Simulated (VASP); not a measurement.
# GaN (I4/mmm) in VASP: further runs

The runs below take GaN through electric field gradients, with PBEsol.

All numbers are computed with VASP 6.6.1; they aren't measurements. Logs are shortened: lines on timing, memory, paths and dates and some standing lists are left out, and cuts for length are marked.

## 1. The cell of the first run

It takes space group I4/mmm (No. 139, tetragonal). Conventional cell: a = 2.818 Å, b = 2.818 Å, c = 3.905 Å, α = 90.00°, β = 90.00°, γ = 90.00°. Within 2.6 Å of Ga (site symmetry 4/mmm) lie 6 N at 1.95 to 1.99 Å. N (site symmetry 4/mmm) has 6 Ga at 1.95 to 1.99 Å within 2.6 Å.

## 2. Electric field gradients, PBEsol (zz strain of -2 %)

File INCAR:

```
SYSTEM = GaN
PREC = Accurate ; ENCUT = 520
EDIFF = 1E-8 ; ISMEAR = -1
SIGMA = 0.02 ; LREAL = .False.
LASPH = .True. ; NELM = 100
ALGO = Normal ; ISIF = 2
LWAVE = .False. ; LCHARG = .False.
GGA = PS ; LEFG = .True.
NBANDS = 16
```

File KPOINTS:

```
Automatic mesh
0
Gamma
  10 10 10
  0 0 0
```

File POSCAR:

```
GaN
1.0
    0.0000000000      1.9925000000      1.9526500000
    1.9925000000      0.0000000000      1.9526500000
    1.9925000000      1.9925000000      0.0000000000
Ga N
1 1
Direct
    0.5000000000      0.5000000000      0.5000000000
    0.0000000000      0.0000000000      0.0000000000
```

Potentials or basis: VASP PAW PBE potentials, release 64 (Ga_d, N).

Started as:

```
$ cat potpaw_PBE.64/Ga_d/POTCAR potpaw_PBE.64/N/POTCAR > POTCAR
$ mpirun -np 1 vasp_std > vasp.out
```

OUTCAR:

```text
SYSTEM = GaN
   PREC = Accurate
   ENCUT = 520
   EDIFF = 1E-8
   ISMEAR = -1
   LREAL = .False.
   LASPH = .True.
   NELM = 100
   ISIF = 2
   GGA = PS

 ion  position               nearest neighbor table
   1  0.500  0.500  0.500-   2 1.95   2 1.95   2 1.99   2 1.99   2 1.99   2 1.99
   2  0.000  0.000  0.000-   1 1.95   1 1.95   1 1.99   1 1.99   1 1.99   1 1.99

  LATTYP: Found a body centered tetragonal cell.
 ALAT       =     2.8178205230
 C/A-ratio  =     1.3859292911

  Lattice vectors:

 A1 = (   0.0000000000,  -1.9925000000,  -1.9526500000)
 A2 = (   0.0000000000,   1.9925000000,  -1.9526500000)
 A3 = (   1.9925000000,   0.0000000000,   1.9526500000)

Analysis of symmetry for initial positions (statically):
=====================================================================
 Subroutine PRICEL returns:
 Original cell was already a primitive cell.

 Routine SETGRP: Setting up the symmetry group for a
 body centered tetragonal supercell.

 Subroutine GETGRP returns: Found 16 space group operations
 (whereof 16 operations were pure point group operations)
 out of a pool of 16 trial point group operations.

The static configuration has the point symmetry D_4h.

Analysis of symmetry for dynamics (positions and initial velocities):
=====================================================================
 Subroutine PRICEL returns:
 Original cell was already a primitive cell.

 Routine SETGRP: Setting up the symmetry group for a
 body centered tetragonal supercell.

 Subroutine GETGRP returns: Found 16 space group operations
 (whereof 16 operations were pure point group operations)
 out of a pool of 16 trial point group operations.

The dynamic configuration has the point symmetry D_4h.

 Subroutine INISYM returns: Found 16 space group operations
 (whereof 16 operations are pure point group operations),
 and found     1 'primitive' translations

----------------------------------------------------------------------------------------

                                     Primitive cell

  volume of cell :      15.5043

  direct lattice vectors                    reciprocal lattice vectors
     0.000000000  1.992500000  1.952650000    -0.250941029  0.250941029  0.256062274
     1.992500000  0.000000000  1.952650000     0.250941029 -0.250941029  0.256062274
     1.992500000  1.992500000  0.000000000     0.250941029  0.250941029 -0.256062274

  length of vectors
     2.789784628  2.789784628  2.817820523     0.437619342  0.437619342  0.437619342

  position of ions in fractional coordinates (direct lattice)
     0.500000000  0.500000000  0.500000000
     0.000000000  0.000000000  0.000000000

  ion indices of the primitive-cell ions
   primitive index   ion index
                 1           1
                 2           2

----------------------------------------------------------------------------------------

 KPOINTS: Automatic mesh

Automatic generation of k-mesh.
 Grid dimensions read from file:
 generate k-points for:   10   10   10

 Generating k-lattice:

  Cartesian coordinates                     Fractional coordinates (reciprocal lattice)
    -0.025094103  0.025094103  0.025606227     0.100000000 -0.000000000  0.000000000
     0.025094103 -0.025094103  0.025606227    -0.000000000  0.100000000  0.000000000
     0.025094103  0.025094103 -0.025606227     0.000000000  0.000000000  0.100000000

  Length of vectors
     0.043761934  0.043761934  0.043761934

  Shift w.r.t. Gamma in fractional coordinates (k-lattice)
     0.000000000  0.000000000  0.000000000

 Subroutine IBZKPT returns following result:
 ===========================================

 Found    102 irreducible k-points:

 Following reciprocal coordinates:
            Coordinates               Weight
  0.000000  0.000000  0.000000      1.000000
  0.100000  0.000000  0.000000      8.000000
  0.200000  0.000000  0.000000      8.000000
  0.300000  0.000000  0.000000      8.000000
  0.400000  0.000000  0.000000      8.000000
  0.500000  0.000000  0.000000      4.000000
[... 16 lines left out ...]
  0.300000  0.300000  0.000000      2.000000
  0.400000  0.300000  0.000000      8.000000
 [... further k-points ...]
   k-points           NKPTS =    102   k-points in BZ     NKDIM =    102   number of bands    NBANDS=     16
   number of dos      NEDOS =    301   number of ions     NIONS =      2
   total plane-waves  NPLWV =  13824
   dimension x,y,z NGX =    24 NGY =   24 NGZ =   24
   dimension x,y,z NGXF=    48 NGYF=   48 NGZF=   48
   ions per type =               1   1
   NGX,Y,Z   is equivalent  to a cutoff of  14.30, 14.30, 14.16 a.u.
   NGXF,Y,Z  is equivalent  to a cutoff of  28.60, 28.60, 28.32 a.u.
 SYSTEM =  GaN
   PREC   = accura    normal or accurate (medium, high low for compatibility)
   ISTART =      0    job   : 0-new  1-cont  2-samecut
   ICHARG =      2    charge: 1-file 2-atom 10-const
   ISPIN  =      1    spin polarized calculation?
   LNONCOLLINEAR =      F non collinear calculations
   LSORBIT =      F    spin-orbit coupling
   LASPH  =      T    aspherical Exc in radial PAW
   ENCUT  =  520.0 eV  38.22 Ry    6.18 a.u.   5.19  5.19  5.24*2*pi/ulx,y,z
   NELM   =    100;   NELMIN=  2; NELMDL= -5     # of ELM steps
   EDIFF  = 0.1E-07   stopping-criterion for ELM
   LREAL  =      F    real-space projection
   EDIFFG = 0.1E-06   stopping-criterion for IOM
   NSW    =      0    number of steps for IOM
   IBRION =     -1    ionic relax: 0-MD 1-quasi-New 2-CG
   NFREE  =      0    steps in history (QN), initial steepest desc. (CG)
   ISIF   =      2    stress and relaxation
   ISYM   =      2    0-nonsym 1-usesym 2-fastsym
   POTIM  = 0.5000    time-step for ionic-motion
   TEBEG  =    0.0;   TEEND  =   0.0 temperature during run
   PSTRESS=    0.0 pullay stress
   NELECT =      18.0000    total number of electrons
   NUPDOWN=      -1.0000    fix difference up-down
   EMIN   =  10.00;   EMAX   =-10.00  energy-range for DOS
   EFERMI =   0.00;   METHOD = LEGACY
   ISMEAR =    -1;   SIGMA  =   0.02  broadening in eV -4-tet -1-fermi 0-gaus
   EFERMI_NEDOS =   21; number of points for ismear=-14 and -15
   IALGO  =     38    algorithm
   IMIX   =      4    mixing-type and parameters
     AMIX     =   0.40;   BMIX     =  1.00
     AMIX_MAG =   1.60;   BMIX_MAG =  1.00
  volume/ion in A,a.u.               =       7.75        52.31
  Fermi-wavevector in a.u.,A,eV,Ry     =   1.720608  3.251478 40.279945  2.960492
  Thomas-Fermi vector in A             =   2.797016
   LORBIT       =      0    0 simple, 1 ext, 2 COOP (PROOUT), +10 PAW based schemes
   GGA     = PS    functional components
   LHFCALC =     F    Hartree Fock is set to
   AEXX    =    0.0000 exact exchange contribution
   IVDW    =     0    specifies the selected vdW correction
   LEPSILON=     F    determine dielectric tensor
   LRPA    =     F    only Hartree local field effects (RPA)
 non-spin polarized calculation
  energy-cutoff  :      520.00
  volume of cell :       15.50
 maximum number of plane-waves:       431
 NGX is ok and might be reduce to    24
   NGX = 11   NGY = 11   NGZ = 11

 number of electron      17.9999995 magnetization

 Free energy of the ion-electron system (eV)
  ---------------------------------------------------
  ext. energy  EPLUGINS =         0.00000000
  ---------------------------------------------------
  free energy    TOTEN  =       -11.64697225 eV

  energy without entropy =      -11.64697225  energy(sigma->0) =      -11.64697225

 E-fermi :  10.9798     XC(G=0): -14.4527

 val. band max:       10.5100394739   @ k =  -0.2000  -0.0000   0.2000
 cond. band min:      12.1735427410   @ k =   0.5000   0.5000   0.0000
 fundamental gap:      1.6635032672
 Fermi energy:        10.9797582569

 k-point     1 :       0.0000    0.0000    0.0000
  band No.  band energies     occupation
      1      -9.0364      2.00000
      2      -3.4922      2.00000
      3      -3.4922      2.00000
      4      -3.4660      2.00000
      5      -3.3396      2.00000
      6      -3.3028      2.00000
[... 8 lines left out ...]
     15      28.9101      0.00000
     16      28.9101      0.00000

 k-point     2 :       0.1000    0.0000    0.0000
  band No.  band energies     occupation
      1      -8.7989      2.00000
      2      -3.5062      2.00000
      3      -3.4789      2.00000
      4      -3.4572      2.00000
      5      -3.3612      2.00000
      6      -3.3329      2.00000
[... 8 lines left out ...]
     15      28.3530      0.00000
     16      28.9284      0.00000
[... 387 lines left out ...]
      5      -3.2104      2.00000
      6      -3.2061      2.00000
[... 8 lines left out ...]
     15      36.6154      0.00000
     16      39.8143      0.00000

 k-point    24 :       0.4000    0.3000    0.0000
  band No.  band energies     occupation
      1      -6.4063      2.00000
      2      -3.7412      2.00000
      3      -3.2770      2.00000
      4      -3.2408      2.00000
      5      -3.0804      2.00000
      6      -2.5694      2.00000
[... 8 lines left out ...]
     15      37.6885      0.00000
     16      40.2489      0.00000

 [... further k-points ...]
[... 5 lines left out ...]
  --------------------------------------------------------------------------------------
  -------------------------------------------------------------------------------------
  Total        6.3840767      6.3840767      7.4698243      0.0000000      0.0000000      0.0000000
  in kB      659.7169093    659.7169093    771.9157633      0.0000000      0.0000000      0.0000000
  external PRESSURE =     697.1165273 kB  Pullay stress =       0.0000000 kB

 VOLUME and BASIS-vectors are now :
 -----------------------------------------------------------------------------
  energy-cutoff  :      520.00
  volume of cell :       15.50
      direct lattice vectors                 reciprocal lattice vectors
     0.000000000  1.992500000  1.952650000    -0.250941029  0.250941029  0.256062274
     1.992500000  0.000000000  1.952650000     0.250941029 -0.250941029  0.256062274
     1.992500000  1.992500000  0.000000000     0.250941029  0.250941029 -0.256062274

 POSITION                                       TOTAL-FORCE (eV/Angst)
 -----------------------------------------------------------------------------------
      1.99250      1.99250      1.95265         0.000000     -0.000000     -0.000000
      0.00000      0.00000      0.00000        -0.000000      0.000000      0.000000
 -----------------------------------------------------------------------------------
    total drift:                                0.000000     -0.000000      0.000000

  FREE ENERGIE OF THE ION-ELECTRON SYSTEM (eV)
  ---------------------------------------------------
  free  energy   TOTEN  =       -11.6469722493 eV

  energy  without entropy=      -11.6469722493  energy(sigma->0) =      -11.64697225

 Electric field gradients (V/A^2)
---------------------------------------------------------------------
 ion       V_xx      V_yy      V_zz      V_xy      V_xz      V_yz
---------------------------------------------------------------------
   1      10.825    10.825   -21.650    -0.001    -0.002    -0.002
   2      -0.218    -0.218     0.435    -0.000     0.000     0.000
---------------------------------------------------------------------

 Electric field gradients after diagonalization (V/A^2)
 (convention: |V_zz| > |V_xx| > |V_yy|)
----------------------------------------------------------------------
 ion       V_xx      V_yy      V_zz     asymmetry (V_yy - V_xx)/ V_zz
----------------------------------------------------------------------
   1      10.826    10.825   -21.650       0.000
   2      -0.218    -0.218     0.435       0.000
----------------------------------------------------------------------

           NMR quadrupolar parameters

 Cq : quadrupolar parameter    Cq=e*Q*V_zz/h
 eta: asymmetry parameters     (V_yy - V_xx)/ V_zz
 Q  : nuclear electric quadrupole moment in mb (millibarn)
----------------------------------------------------------------------
 ion       Cq(MHz)       eta       Q (mb)
----------------------------------------------------------------------
   1      -0.052       0.000       1.000
   2       0.001       0.000       1.000
----------------------------------------------------------------------
```

Wall time 50 s (1 thread of Intel Xeon 8259CL, shared host); peak memory 0.15 GiB.

Results:

```
Free energy            : -11.6470 eV
Pressure               : 69.7 GPa
Band gap on the k mesh : 1.66 eV, indirect (least direct gap 5.47 eV)
```

Levels at points of the mesh, in eV from the valence-band top:
| k point | band 7 | band 8 | band 9 | band 10 | band 11 | band 12 |
| --- | --- | --- | --- | --- | --- | --- |
| (0.00, 0.00, 0.00) | -0.95 | -0.76 | -0.76 | 4.71 | 15.76 | 15.76 |
| (0.50, 0.00, 0.00) | -9.33 | -0.23 | -0.08 | 5.42 | 9.87 | 10.40 |
| (0.50, 0.50, 0.00) | -8.86 | -4.04 | -4.04 | 1.66 | 7.71 | 14.05 |
| (0.50, 0.00, 0.50) | -8.94 | -4.03 | -3.73 | 1.94 | 8.00 | 13.82 |

Electric field gradients, principal values (V/Å²):
| atom | least | middle | greatest (by size) |
| --- | --- | --- | --- |
| 1 Ga | 10.825 | 10.826 | -21.650 |
| 2 N | -0.218 | -0.218 | 0.435 |

Caveat: the cell differs from its parent crystal (zz strain of -2 %); without QUAD_EFG the Cq values of the log hold for a quadrupole moment of 1 mb, not for the nuclei; the PAW data sets were made with another functional, which shifts forces and pressure a little. A k mesh can miss the band edges.

## 3. Electric field gradients, PBEsol (zz strain of -1 %)

File INCAR:

```
SYSTEM = GaN
PREC = Accurate
ENCUT = 520
EDIFF = 1E-8
ISMEAR = -1
SIGMA = 0.02
LREAL = .FALSE.
LASPH = .TRUE.
NELM = 60
ALGO = Normal
ISIF = 2
LWAVE = .FALSE.
LCHARG = .FALSE.
GGA = PS
LEFG = .TRUE.
NBANDS = 16
```

File KPOINTS:

```
regular mesh
0
G
  10 10 10
  0 0 0
```

File POSCAR:

```
GaN
1.0
    0.0000000000      1.9925000000      1.9725750000
    1.9925000000      0.0000000000      1.9725750000
    1.9925000000      1.9925000000      0.0000000000
Ga N
1 1
Direct
    0.5000000000      0.5000000000      0.5000000000
    0.0000000000      0.0000000000      0.0000000000
```

Potentials or basis: VASP PAW PBE potentials, release 64 (Ga_d, N).

Started as:

```
$ cat potpaw_PBE.64/Ga_d/POTCAR potpaw_PBE.64/N/POTCAR > POTCAR
$ mpirun -np 1 vasp_std > vasp.out
```

OUTCAR:

```text
SYSTEM = GaN
   PREC = Accurate
   ENCUT = 520
   EDIFF = 1E-8
   ISMEAR = -1
   LREAL = .FALSE.
   LASPH = .TRUE.
   NELM = 60
   ISIF = 2
   GGA = PS

 ion  position               nearest neighbor table
   1  0.500  0.500  0.500-   2 1.97   2 1.97   2 1.99   2 1.99   2 1.99   2 1.99
   2  0.000  0.000  0.000-   1 1.97   1 1.97   1 1.99   1 1.99   1 1.99   1 1.99

  LATTYP: Found a body centered tetragonal cell.
 ALAT       =     2.8178205230
 C/A-ratio  =     1.4000714267

  Lattice vectors:

[... 670 lines left out ...]
  ---------------------------------------------------
  free  energy   TOTEN  =       -11.7187130467 eV

  energy  without entropy=      -11.7187130467  energy(sigma->0) =      -11.71871305

 Electric field gradients (V/A^2)
---------------------------------------------------------------------
 ion       V_xx      V_yy      V_zz      V_xy      V_xz      V_yz
---------------------------------------------------------------------
   1       5.280     5.280   -10.559    -0.001    -0.002    -0.002
   2      -0.109    -0.109     0.218    -0.000     0.000     0.000
---------------------------------------------------------------------

 Electric field gradients after diagonalization (V/A^2)
 (convention: |V_zz| > |V_xx| > |V_yy|)
----------------------------------------------------------------------
 ion       V_xx      V_yy      V_zz     asymmetry (V_yy - V_xx)/ V_zz
----------------------------------------------------------------------
   1       5.281     5.278   -10.559       0.000
   2      -0.109    -0.109     0.218       0.000
----------------------------------------------------------------------

           NMR quadrupolar parameters

 Cq : quadrupolar parameter    Cq=e*Q*V_zz/h
 eta: asymmetry parameters     (V_yy - V_xx)/ V_zz
 Q  : nuclear electric quadrupole moment in mb (millibarn)
----------------------------------------------------------------------
 ion       Cq(MHz)       eta       Q (mb)
----------------------------------------------------------------------
   1      -0.026       0.000       1.000
   2       0.001       0.000       1.000
----------------------------------------------------------------------
```

OSZICAR:

```text
N       E                     dE             d eps       ncg     rms          rms(c)
DAV:   1     0.732157013284E+02    0.73216E+02   -0.88156E+03  3640   0.223E+03
DAV:   2    -0.955224312327E+01   -0.82768E+02   -0.77286E+02  3744   0.329E+02
DAV:   3    -0.136020388588E+02   -0.40498E+01   -0.40356E+01  3712   0.620E+01
DAV:   4    -0.136359365640E+02   -0.33898E-01   -0.33893E-01  4120   0.577E+00
DAV:   5    -0.136362331141E+02   -0.29655E-03   -0.29655E-03  3936   0.511E-01    0.756E+00
DAV:   6    -0.117826748204E+02    0.18536E+01   -0.35514E+00  4832   0.475E+01    0.253E+00
DAV:   7    -0.117437990828E+02    0.38876E-01   -0.29540E-01  3744   0.515E+00    0.163E+00
DAV:   8    -0.117203664660E+02    0.23433E-01   -0.23042E-02  4504   0.263E+00    0.352E-01
DAV:   9    -0.117187734408E+02    0.15930E-02   -0.53780E-03  4360   0.240E+00    0.736E-02
DAV:  10    -0.117187151008E+02    0.58340E-04   -0.30735E-04  3720   0.216E-01    0.257E-02
DAV:  11    -0.117187127895E+02    0.23112E-05   -0.45613E-05  4256   0.100E-01    0.185E-02
DAV:  12    -0.117187130479E+02   -0.25836E-06   -0.17492E-06  3664   0.143E-02    0.569E-03
DAV:  13    -0.117187130467E+02    0.12269E-08   -0.51568E-08  4240   0.260E-03
   1 F= -.11718713E+02 E0= -.11718713E+02  d E =-.575237E-11
```

It took 43 s on 1 thread of Intel Xeon 8259CL, shared host; peak memory 0.16 GiB.

Results:

- Free energy: -11.7187 eV
- Pressure: 64.4 GPa
- Band gap on the k mesh: 1.69 eV, indirect (least direct gap 5.34 eV)

Stress tensor (GPa, compression positive):
```
62.64  0.00  0.00
 0.00 62.64  0.00
 0.00  0.00 67.92
```

Electric field gradients, principal values (V/Å²):
```tsv
atom	least	middle	greatest (by size)
1 Ga	5.278	5.281	-10.559
2 N	-0.109	-0.109	0.218
```

Caveat: the cell differs from its parent crystal (zz strain of -1 %); without QUAD_EFG the Cq values of the log hold for a quadrupole moment of 1 mb, not for the nuclei; the PAW data sets were made with another functional, which shifts forces and pressure a little. A k mesh can miss the band edges.

(Part 1 of 2 ends here.)
